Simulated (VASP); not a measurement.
Crystal: Hg2Se.

```xyz
3
Lattice="1.9610 1.1322 5.9227 -1.9610 1.1322 5.9227 0.0000 -2.2644 5.9227" Properties=species:S:1:pos:R:3 pbc="T T T"
Hg    0.0000    0.0000   13.3262
Hg    0.0000    0.0000    4.4421
Se    0.0000    0.0000    0.0000
```

- Program: VASP 6.6.1
- Task: relaxation of cell and atoms
- Functional: PBE
- Potentials or basis: VASP PAW PBE potentials, release 64 (Hg, Se)
- Cutoff: 600 eV
- k mesh: 6 × 6 × 6
- Occupations: gaussian, width 0.1 eV
- Spin: no spin polarisation

At the start: pressure 8.4 GPa; volume 26.30 Å³/atom.

Q: How do energy, volume and symmetry change on relaxing?

A: Over 18 steps the energy falls by 247.6 meV/atom and the volume is 26.47 Å³/atom (+0.6 %); space group R-3m (No. 166, to 0.1 Å) before and after.

The path:
| step | energy change (eV) | largest force (eV/Å) | pressure (GPa) | volume (Å³) |
| --- | --- | --- | --- | --- |
| 1 | 0.0000 | 1.4702 | 8.40 | 78.90 |
| 2 | -0.4198 | 0.0282 | -1.57 | 95.64 |
| 3 | -0.4280 | 0.1695 | -0.70 | 92.97 |
| 4 | -0.4760 | 0.2293 | -0.65 | 91.85 |
| 5 | -0.5867 | 0.3963 | -0.44 | 88.12 |
| 6 | -0.5594 | 0.3919 | 2.81 | 79.08 |
| 7 | -0.6143 | 0.4959 | 0.68 | 83.61 |
| 8 | -0.6480 | 0.2612 | -0.60 | 84.93 |
| 9 | -0.6498 | 0.1894 | -0.96 | 85.39 |
| 10 | -0.6822 | 0.1458 | 0.09 | 81.79 |
| 11 | -0.6856 | 0.1059 | 0.71 | 80.27 |
| 12 | -0.7134 | 0.0616 | 0.21 | 80.21 |
| 13 | -0.7171 | 0.1693 | 0.01 | 80.16 |
| 14 | -0.7315 | 0.1367 | -0.17 | 80.17 |
| 15 | -0.7415 | 0.0832 | -0.30 | 80.12 |
| 16 | -0.7418 | 0.0739 | -0.31 | 80.10 |
| 17 | -0.7408 | 0.0119 | 0.67 | 78.44 |
| 18 | -0.7429 | 0.0393 | 0.07 | 79.40 |

Final structure:
```xyz
3
Lattice="2.1092 1.2177 5.1523 -2.1092 1.2177 5.1523 0.0000 -2.4355 5.1523" Properties=species:S:1:pos:R:3 pbc="T T T"
Hg    0.0000    0.0000   11.9363
Hg    0.0000    0.0000    3.5205
Se    0.0000    0.0000    0.0000
```
